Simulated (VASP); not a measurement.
Here is a VASP 6.6.1 calculation.

File INCAR:

```
SYSTEM = HfO2
PREC = Accurate
ENCUT = 520
EDIFF = 1E-8
ISMEAR = -1
SIGMA = 0.02
LREAL = Auto
LASPH = .True.
NELM = 100
ALGO = Normal
ISIF = 2
LWAVE = .False.
LCHARG = .False.
GGA = PE
LEFG = .True.
NBANDS = 106
```

KPOINTS

```
Automatic mesh
0
Gamma
  5 4 3
  0 0 0
```

POSCAR

```
HfO2
1.0
    5.1413473800      0.0000000000      0.0000000000
    0.0000000000      5.2590020200      0.0000000000
    0.0000000000      0.0000000000     10.0937313500
Hf O
8 16
Direct
    0.9593118400      0.3426929300      0.1381121600
    0.5406881600      0.8426929300      0.1381121600
    0.4593118400      0.3426929300      0.3618878400
    0.0406881600      0.8426929300      0.3618878400
    0.9593118400      0.1573070700      0.6381121600
    0.5406881600      0.6573070700      0.6381121600
    0.4593118400      0.1573070700      0.8618878400
    0.0406881600      0.6573070700      0.8618878400
    0.8314170800      0.6670893800      0.0336463400
    0.6685829200      0.1670893800      0.0336463400
    0.2475995400      0.0875021100      0.2237135100
    0.2524004600      0.5875021100      0.2237135100
    0.7475995400      0.0875021100      0.2762864900
    0.7524004600      0.5875021100      0.2762864900
    0.1685829200      0.1670893800      0.4663536600
    0.3314170800      0.6670893800      0.4663536600
    0.6685829200      0.3329106200      0.5336463400
    0.8314170800      0.8329106200      0.5336463400
    0.2475995400      0.4124978900      0.7237135100
    0.2524004600      0.9124978900      0.7237135100
    0.7475995400      0.4124978900      0.7762864900
    0.7524004600      0.9124978900      0.7762864900
    0.1685829200      0.3329106200      0.9663536600
    0.3314170800      0.8329106200      0.9663536600
```

Potentials or basis: VASP PAW PBE potentials, release 64 (Hf_pv, O).

Run with:

```bash
$ cat potpaw_PBE.64/Hf_pv/POTCAR potpaw_PBE.64/O/POTCAR > POTCAR
$ mpirun -np 1 vasp_std > vasp.out
```

**Question.** Estimate the pressure.

**Answer.** 6.1 GPa.

**Question.** Predict the largest force.

**Answer.** 0.122 eV/Å.

**Question.** What does it give for the band gap on the k mesh?

**Answer.** 4.06 eV.

Electric field gradients, principal values (V/Å²):
| atom | least | middle | greatest (by size) |
| --- | --- | --- | --- |
| 1 Hf | -39.809 | -60.001 | 99.810 |
| 2 Hf | -39.809 | -60.001 | 99.810 |
| 3 Hf | -39.809 | -60.001 | 99.810 |
| 4 Hf | -39.809 | -60.001 | 99.810 |
| 5 Hf | -39.809 | -60.001 | 99.810 |
| 6 Hf | -39.809 | -60.001 | 99.810 |
| 7 Hf | -39.809 | -60.001 | 99.810 |
| 8 Hf | -39.809 | -60.001 | 99.810 |
| 9 O | 0.835 | 9.779 | -10.614 |
| 10 O | 0.835 | 9.779 | -10.614 |
| 11 O | -4.910 | -9.816 | 14.726 |
| 12 O | -4.910 | -9.816 | 14.726 |
| 13 O | -4.910 | -9.816 | 14.726 |
| 14 O | -4.910 | -9.816 | 14.726 |
| 15 O | 0.835 | 9.779 | -10.614 |
| 16 O | 0.835 | 9.779 | -10.614 |
| 17 O | 0.835 | 9.779 | -10.614 |
| 18 O | 0.835 | 9.779 | -10.614 |
| 19 O | -4.910 | -9.816 | 14.726 |
| 20 O | -4.910 | -9.816 | 14.726 |
| 21 O | -4.910 | -9.816 | 14.726 |
| 22 O | -4.910 | -9.816 | 14.726 |
| 23 O | 0.835 | 9.779 | -10.614 |
| 24 O | 0.835 | 9.779 | -10.614 |

Caveat: the cell stands under pressure; without QUAD_EFG the Cq values of the log hold for a quadrupole moment of 1 mb, not for the nuclei; spin-orbit coupling is left out, which moves the levels of the heavy elements; an odd mesh through Γ misses points on the zone boundary, where band edges can lie.
